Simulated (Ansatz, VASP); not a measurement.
Sb: VASP beside Ansatz

```
Sb
1.0
     2.02379    1.16844    4.22789
    -2.02379    1.16844    4.22789
     0.00000   -2.33687    4.22789
Sb
2
Direct
  0.23364 0.23364 0.23364
  0.76636 0.76636 0.76636
```

Alike in both runs: task single point; functional LDA; k mesh 15 × 15 × 15; occupations gaussian, width 0.15 eV; no spin polarisation.

```csv
,VASP,Ansatz
version,VASP 6.6.1,Ansatz 0.2.0
potentials or method,"VASP PAW LDA potentials, release 64 (Sb_d_GW), cutoff 500 eV","scalar-relativistic, plane waves, PAW"
valence electrons in the cell,30,30
```

```csv
,VASP,Ansatz,Ansatz less VASP
gap on the k mesh at the Fermi level (eV),none,none,-
pressure (GPa),-0.4,-0.4,-0.03
"traceless stress, the component that is largest in VASP (GPa)",-3.17,-3.16,+0.012
rms of the force components (eV/Å),0.130,0.135,+0.0051
```

LDA's correlation is that of Perdew and Zunger in VASP and of Perdew and Wang (1992) in Ansatz. Atom by atom the forces differ by 0.005 eV/Å (rms over components). A gap of «none» marks a metal or a gap that the smearing closes.

Neither program's run includes spin-orbit coupling.
